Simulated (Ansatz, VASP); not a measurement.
# Cd: VASP beside Ansatz

The input INCAR:

```
SYSTEM = Cd
  PREC = Accurate
  ENCUT = 400
  EDIFF = 1E-8
  ISMEAR = -1
  SIGMA = 0.051703999572871064
  LREAL = .False.
  LASPH = .True.
  NELM = 120
  ALGO = Normal
  ISIF = 2
  LWAVE = .False.
  LCHARG = .False.
  GGA = PS
  LEFG = .True.
  NBANDS = 12
  GGA_COMPAT = .False.
```

The input KPOINTS:

```
regular mesh
0
Gamma
  6 6 6
  0 0 0
```

The input POSCAR:

```
Cd
1.0
    1.6080291515      0.9283960635      2.4492874100
   -1.6080291515      0.9283960635      2.4492874100
    0.0000000000     -1.8567921270      2.4492874100
Cd
1
Direct
    0.1554698183     -0.1554698183      0.0000000000
```

Input for Ansatz:

```yaml
crystal:
  lattice:
    - [1.6080291515, 0.9283960635, 2.44928741]
    - [-1.6080291515, 0.9283960635, 2.44928741]
    - [0.0, -1.856792127, 2.44928741]
  atoms:
    - { symbol: Cd, position: [0.1554698183, -0.1554698183, 0.0] }
basis:
  ecutwfc: 420
kpoints:
  mp_grid: { grid: [6, 6, 6] }
hamiltonian:
  xc: pbesol
scf:
  occupations: { method: fermi_dirac, width: "600 K" }
  max_iter: 57
output:
  forces: true
  stress: true
  eigenvalues: true
  efg: {}
```

Alike in both runs: task electric field gradients; functional PBEsol; k mesh 6 × 6 × 6; no spin polarisation.

```csv
,VASP,Ansatz
version,VASP 6.6.1,Ansatz 0.2.0
potentials or method,"VASP PAW PBE potentials, release 64 (Cd), cutoff 400 eV","scalar-relativistic, plane waves, PAW"
occupations,"fermi-dirac, width 0.051704 eV",fermi-dirac
valence electrons in the cell,12,20
```

```csv
,VASP,Ansatz,Ansatz less VASP
gap on the k mesh at the Fermi level (eV),none,none,-
pressure (GPa),-1.7,-1.1,+0.56
"traceless stress, the component that is largest in VASP (GPa)",-6.17,-6.19,-0.018
```

VASP's potentials were made for PBE, not for PBEsol. A gap of «none» marks a metal or a gap that the smearing closes. VASP's potentials hold 12 valence electrons a cell and Ansatz's 20, so a difference there can come from the potentials and not from the codes.

The k mesh is coarse, so the values compare programs but aren't converged.
